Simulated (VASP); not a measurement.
A run of VASP 6.6.1 is set up as follows.

The input INCAR:

```
SYSTEM = C
PREC = Accurate
ENCUT = 520
EDIFF = 1E-6
ISMEAR = 0
SIGMA = 0.01
LREAL = .False.
LASPH = .True.
NELM = 80
ALGO = Normal
ISIF = 2
LWAVE = .False.
LCHARG = .True.
LELF = .True.
LVHAR = .True.
NBANDS = 11
```

Contents of KPOINTS:

```
regular mesh
0
Gamma
  10 10 10
  0 0 0
```

The input POSCAR:

```
C
1.0
    0.0000000000      1.7592674508      1.7592674508
    1.7592674508      0.0000000000      1.7592674508
    1.7592674508      1.7592674508      0.0000000000
C
2
Direct
    0.0000000000      0.0000000000      0.0000000000
    0.2500000000      0.2500000000      0.2500000000
```

Potentials or basis: VASP PAW LDA potentials, release 64 (C).

Launch:

```sh
$ cat potpaw_LDA.64/C/POTCAR > POTCAR
$ mpirun -np 1 vasp_std > vasp.out
```

Problem. Estimate the pressure.

Solution. 7.0 GPa.

Problem. Predict the band gap on the k mesh.

Solution. 4.23 eV, indirect (least direct gap 5.66 eV).

A k mesh can miss the band edges. LDA gaps usually lie below the measured ones, often by a third to a half.
